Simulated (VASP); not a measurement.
A run of VASP 6.6.1 is set up as follows.

INCAR

```
ALGO = Normal
EDIFF = 1E-8
ENCUT = 520
GGA = PS
IBRION = 8
ISIF = 2
ISMEAR = -1
ISPIN = 2
LASPH = True
LCHARG = False
LMAXMIX = 4
LORBIT = 11
LREAL = False
LWAVE = False
MAGMOM = 2
NBANDS = 16
NELM = 150
NSW = 1
PREC = Accurate
SIGMA = 0.05
```

Contents of KPOINTS:

```
k-points
0
Gamma
  10 10 10
```

File POSCAR:

```
V
1.0
   -1.5143500000      1.5143500000      1.5143500000
    1.5143500000     -1.5143500000      1.5143500000
    1.5143500000      1.5143500000     -1.5143500000
V
1
Direct
    0.0000000000      0.0000000000      0.0000000000
```

Potentials or basis: VASP PAW PBE potentials, release 64 (V_sv).

Launch:

```sh
$ cat potpaw_PBE.64/V_sv/POTCAR > POTCAR
$ mpirun -np 1 vasp_std > vasp.out
```

**Question.** Estimate the net moment.

**Answer.** 0.00 μB per cell.
